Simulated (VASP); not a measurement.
**WS2: single point with PBEsol**

WS2, a slab with vacuum:

```
CELL_PARAMETERS angstrom
3.18352 0.00000 0.00000
-1.59176 2.75701 0.00000
0.00000 0.00000 15.93354
ATOMIC_POSITIONS crystal
W 0.33333 0.66667 0.00000
S 0.66667 0.33333 0.90800
S 0.66667 0.33333 0.09200
```

This cell differs from its parent crystal: strain -0.0600 x Voigt [0, 0, 1, 0, 0, 0].

- Program: VASP 6.6.1
- Task: single point
- Functional: PBEsol
- Potentials or basis: VASP PAW PBE potentials, release 64 (W_sv, S)
- Cutoff: 500 eV
- k mesh: 6 × 6 × 1
- Occupations: gaussian, width 0.05 eV
- Spin: no spin polarisation
- Dipole correction: no
- Further INCAR settings: ALGO = Normal; EDIFF = 1e-06; NBANDS = 20

```json
{"Largest force": "2.014 eV/Å", "Band gap on the k mesh": "1.04 eV (least direct gap 1.54 eV)"}
```

Forces in eV/Å, atoms in the order of the input:
```
W    0.000  0.000  0.000
S    0.000  0.000 -2.014
S    0.000  0.000  2.014
```

Levels at points of the mesh, in eV from the valence-band top:
```tsv
k point	band 11	band 12	band 13	band 14	band 15	band 16
(0.00, 0.00, 0.00)	-2.44	-2.14	0.00	2.55	2.55	3.05
(0.50, 0.00, 0.00)	-2.18	-1.95	-1.31	2.35	2.89	3.92
```

Wall time 14 s on 1 thread of Intel(R) Xeon(R) 6975P-C (Granite Rapids), with other jobs on the host, peak memory 0.23 GiB.

Caveat: the cell differs from its parent crystal (strain -0.0600 x Voigt [0, 0, 1, 0, 0, 0]); the PAW data sets were made with another functional, which shifts forces and pressure a little; spin-orbit coupling is left out, which moves the levels of the heavy elements.
